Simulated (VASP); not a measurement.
Runs of VASP 6.6.1 on Re. The structure is that of space group Im-3m (No. 229), or close to it. The cells are those of the table. This isn't the form of Re at room conditions, which is hcp.

```csv
cell,k mesh,gap on the mesh (eV),pressure (GPa)
"a = 2.693 Å, angles 109.5°, 1 atom",16 × 16 × 16,none,-13.9
"a = 2.658 Å, angles 109.5°, 1 atom",14 × 14 × 14,none,(a)
"a = 2.658 Å, angles 109.5°, 1 atom",16 × 16 × 16,none,0.4
"a = 2.585 Å, angles 109.5°, 1 atom",16 × 16 × 16,none,40.6
```

Alike in all rows: task single point; level LDA; potentials or basis VASP PAW LDA potentials, release 64 (Re_sv_GW); no spin polarisation; cutoff (eV) 560; smearing fermi-dirac 0.1 eV.

Q: Estimate the missing entries.

A: (a) 0.1.

Caveats: spin-orbit coupling is left out, which moves the levels of the heavy elements; the cell stands under tension (at least some runs); the cell stands under pressure (at least some runs).

A k mesh can miss the band edges, and the runs leave out spin-orbit coupling on Re.

A gap of «none» marks levels without a gap at the run's occupations.
